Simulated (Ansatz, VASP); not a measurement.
## Two plane-wave programs on Al

```
CELL_PARAMETERS angstrom
-1.40449 1.40449 2.03340
1.40449 -1.40449 2.03340
1.40449 1.40449 -2.03340
ATOMIC_POSITIONS crystal
Al 0.00000 0.00000 0.00000
```

Alike in both runs: task relaxation of cell and atoms; functional r2SCAN; k mesh 18 × 18 × 18; occupations gaussian, width 0.1 eV; no spin polarisation.

|  | VASP | Ansatz |
| --- | --- | --- |
| version | VASP 6.6.1 | Ansatz 0.2.0 |
| potentials or method | VASP PAW PBE potentials, release 64 (Al), cutoff 600 eV | scalar-relativistic, plane waves, PAW |
| valence electrons in the cell | 3 | 3 |

Ansatz gave:

| Quantity | Value |
| --- | --- |
| gap on the k mesh at the Fermi level, each at its own relaxed structure (eV) | none |
| relaxed volume (Å³/atom) | 15.91 |
| relaxed cell length with the largest relative difference (Å) | 2.827 |

Estimate VASP's values.

gap on the k mesh at the Fermi level, each at its own relaxed structure (eV): none; relaxed volume (Å³/atom): 15.84; relaxed cell length with the largest relative difference (Å): 2.829.

VASP's potentials were made for PBE, not for r2SCAN. A gap of «none» marks a metal or a gap that the smearing closes.
